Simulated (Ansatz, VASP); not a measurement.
# Two plane-wave programs on ReBiH4

The input INCAR:

```
ALGO = Normal
EDIFF = 1E-6
ENCUT = 520
GGA = PE
ISIF = 2
ISMEAR = 0
LASPH = True
LCHARG = False
LREAL = False
LWAVE = False
NBANDS = 22
NELM = 80
PREC = Accurate
SIGMA = 0.1
```

The input KPOINTS:

```
k-points
0
Gamma
  6 6 6
```

Contents of POSCAR:

```
ReBiH4
1.0
    0.0000000000      3.2000527993      3.2000527993
    3.2000527993      0.0000000000      3.2000527993
    3.2000527993      3.2000527993      0.0000000000
Re Bi H
1 1 4
Direct
    0.7500000000      0.7500000000      0.7500000000
    0.0000000000      0.0000000000      0.0000000000
    0.3750000000      0.8750000000      0.3750000000
    0.3750000000      0.3750000000      0.8750000000
    0.3750000000      0.3750000000      0.3750000000
    0.8750000000      0.3750000000      0.3750000000
```

Input for Ansatz:

```yaml
crystal:
  lattice:
    - [0.0, 3.2000527993, 3.2000527993]
    - [3.2000527993, 0.0, 3.2000527993]
    - [3.2000527993, 3.2000527993, 0.0]
  atoms:
    - { symbol: Re, position: [0.75, 0.75, 0.75] }
    - { symbol: Bi, position: [0.0, 0.0, 0.0] }
    - { symbol: H, position: [0.375, 0.875, 0.375] }
    - { symbol: H, position: [0.375, 0.375, 0.875] }
    - { symbol: H, position: [0.375, 0.375, 0.375] }
    - { symbol: H, position: [0.875, 0.375, 0.375] }
basis:
  ecutwfc: 420
kpoints:
  mp_grid: { grid: [6, 6, 6] }
hamiltonian:
  xc: pbe
scf:
  occupations: { method: gaussian, width: 0.1 }
  lower_state_search: "off"
output:
  forces: true
  stress: true
  eigenvalues: true
```

Alike in both runs: task single point; functional PBE; k mesh 6 × 6 × 6; occupations gaussian, width 0.1 eV; no spin polarisation.

|  | VASP | Ansatz |
| --- | --- | --- |
| version | VASP 6.6.1 | Ansatz 0.2.0 |
| potentials or method | VASP PAW PBE potentials, release 64 (Re, Bi_d, H), cutoff 520 eV | scalar-relativistic, plane waves, PAW |
| valence electrons in the cell | 26 | 34 |

```tsv
	VASP	Ansatz	Ansatz less VASP
gap on the k mesh at the Fermi level (eV)	none	none	-
pressure (GPa)	-7.7	-7.5	+0.20
```

A gap of «none» marks a metal or a gap that the smearing closes. VASP's potentials hold 26 valence electrons a cell and Ansatz's 34, so a difference there can come from the potentials and not from the codes.

Neither program's run includes spin-orbit coupling.
